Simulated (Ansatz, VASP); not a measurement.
This is a calculation of Si2Mo for VASP 6.6.1.

POSCAR

```
Si2Mo
1.0
   -1.6210550461      1.6210550461      3.9822230367
    1.6210550461     -1.6210550461      3.9822230367
    1.6210550461      1.6210550461     -3.9822230367
Mo Si
1 2
Direct
    0.0000000000      0.0000000000      0.0000000000
    0.6670000000      0.6670000000      0.0000000000
    0.3330000000      0.3330000000      0.0000000000
```

Contents of INCAR.step1:

```
PREC     = Accurate       # precision mode
ENCUT    = 520            # plane-wave cutoff, eV
ISMEAR   = -1             # smearing method
SIGMA    = 0.05           # smearing width, eV
LREAL    = F              # projectors in reciprocal space
LASPH    = T              # aspherical terms in the spheres
NELM     = 80             # most SCF steps
NBANDS   = 18             # bands
GGA      = PE             # functional
ALGO     = Normal         # electronic algorithm
EDIFF    = 1E-4           # SCF threshold, eV
LWAVE    = T              # write WAVECAR
LCHARG   = F              # write CHGCAR
```

File INCAR.step2:

```
PREC     = Accurate       # precision mode
ENCUT    = 520            # plane-wave cutoff, eV
EDIFF    = 1E-6           # SCF threshold, eV
ISMEAR   = -1             # smearing method
SIGMA    = 0.05           # smearing width, eV
LREAL    = F              # projectors in reciprocal space
LASPH    = T              # aspherical terms in the spheres
NELM     = 80             # most SCF steps
ALGO     = Normal         # electronic algorithm
ISIF     = 2              # what is computed and relaxed
LWAVE    = F              # write WAVECAR
LCHARG   = F              # write CHGCAR
METAGGA  = R2SCAN         # meta-GGA
LMIXTAU  = T            
NBANDS   = 18             # bands
ISTART   = 1
```

File KPOINTS:

```
Automatic mesh
0
Gamma
  12 12 12
```

Potentials or basis: VASP PAW PBE potentials, release 64 (Mo_sv, Si).

Run with:

```console
$ cat potpaw_PBE.64/Mo_sv/POTCAR potpaw_PBE.64/Si/POTCAR > POTCAR
$ cp INCAR.step1 INCAR
$ mpirun -np 1 vasp_std > vasp.out
$ cp INCAR.step2 INCAR
$ mpirun -np 1 vasp_std > vasp.out
```

Problem. Set up the same calculation for Ansatz 0.2.0. Potentials there: Ansatz PAW.

Solution. As run (the cutoff follows the program's own potentials):

File input.yaml:

```yaml
crystal:
  lattice:
    - [-1.6210550461, 1.6210550461, 3.9822230367]
    - [1.6210550461, -1.6210550461, 3.9822230367]
    - [1.6210550461, 1.6210550461, -3.9822230367]
  atoms:
    - { symbol: Mo, position: [0.0, 0.0, 0.0] }
    - { symbol: Si, position: [0.667, 0.667, 0.0] }
    - { symbol: Si, position: [0.333, 0.333, 0.0] }
hamiltonian:
  xc: r2scan
  pseudopotentials: { kind: paw }
kpoints:
  mp_grid: { grid: [12, 12, 12] }
scf:
  occupations: { method: fermi_dirac, width: 0.05 }
output:
  forces: true
  stress: true
  eigenvalues: true
```

Potentials or basis: Ansatz PAW.

Launch:

```sh
$ ansatz run input.yaml --threads 2 --pin off --max-ram 5632MiB --backend cpu --events-out ev --progress --plain --runs-dir out
```

Both were run:

|  | VASP | Ansatz | Ansatz less VASP |
| --- | --- | --- | --- |
| gap on the k mesh at the Fermi level (eV) | none | none | - |
| pressure (GPa) | -8.9 | -9.2 | -0.33 |
| traceless stress, the component that is largest in VASP (GPa) | -2.51 | -2.50 | +0.013 |
| rms of the force components (eV/Å) | 0.196 | 0.199 | +0.0035 |

VASP's potentials were made for PBE, not for r2SCAN. Atom by atom the forces differ by 0.004 eV/Å (rms over components). A gap of «none» marks a metal or a gap that the smearing closes.
